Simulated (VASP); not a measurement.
Write the native input for VASP 6.6.1 that does the following.

- Task: single point
- Functional: r2SCAN
- Potentials or basis: VASP PAW PBE potentials, release 64 (Mg_sv, O)
- Cutoff: 660 eV
- k mesh: 10 × 10 × 10
- Occupations: gaussian, width 0.02 eV
- Spin: no spin polarisation
- Dipole correction: no
- Second run: valence_matched
- Further INCAR settings: ALGO = Normal; EDIFF = 1e-06; NBANDS = 15

MgO:

```
Mg O
1.0
     0.00000    2.10211    2.10211
     2.10211    0.00000    2.10211
     2.10211    2.10211    0.00000
Mg O
1 1
Direct
  0.00000 0.00000 0.00000
  0.50000 0.50000 0.50000
```

The input as run:

POSCAR

```
MgO
1.0
    0.0000000000      2.1021086855      2.1021086855
    2.1021086855      0.0000000000      2.1021086855
    2.1021086855      2.1021086855      0.0000000000
Mg O
1 1
Direct
    0.0000000000      0.0000000000      0.0000000000
    0.5000000000      0.5000000000      0.5000000000
```

INCAR.step1

```
PREC = Accurate ; ENCUT = 660
ISMEAR = 0 ; SIGMA = 0.02
LREAL = F ; LASPH = T
NELM = 120 ; NBANDS = 15
GGA = PE ; ALGO = Normal
EDIFF = 1E-5 ; LWAVE = T
LCHARG = F ; GGA_COMPAT = F
```

INCAR.step2

```
PREC = Accurate ; ENCUT = 660
EDIFF = 1E-6 ; ISMEAR = 0
SIGMA = 0.02 ; LREAL = F
LASPH = T ; NELM = 120
ALGO = Normal ; ISIF = 2
LWAVE = F ; LCHARG = T
METAGGA = R2SCAN ; LMIXTAU = T
LELF = T ; LVHAR = T
NBANDS = 15 ; ISTART = 1
GGA_COMPAT = F
```

KPOINTS

```
Automatic mesh
0
Gamma
  10 10 10
```

Potentials or basis: VASP PAW PBE potentials, release 64 (Mg_sv, O).

The run is started by

```sh
$ cat potpaw_PBE.64/Mg_sv/POTCAR potpaw_PBE.64/O/POTCAR > POTCAR
$ cp INCAR.step1 INCAR
$ mpirun -np 1 vasp_std > vasp.out
$ cp INCAR.step2 INCAR
$ mpirun -np 1 vasp_std > vasp.out
```

Results of the run:

```
Pressure               : -0.2 GPa
Band gap on the k mesh : 5.71 eV, direct
```

Caveat: the PAW data sets were made with another functional, which shifts forces and pressure a little.

Run time: 85 s on 1 thread of Intel(R) Xeon(R) Platinum 8259CL CPU @ 2.50GHz (Skylake/Cascade Lake) (shared host), peak memory 0.17 GiB.
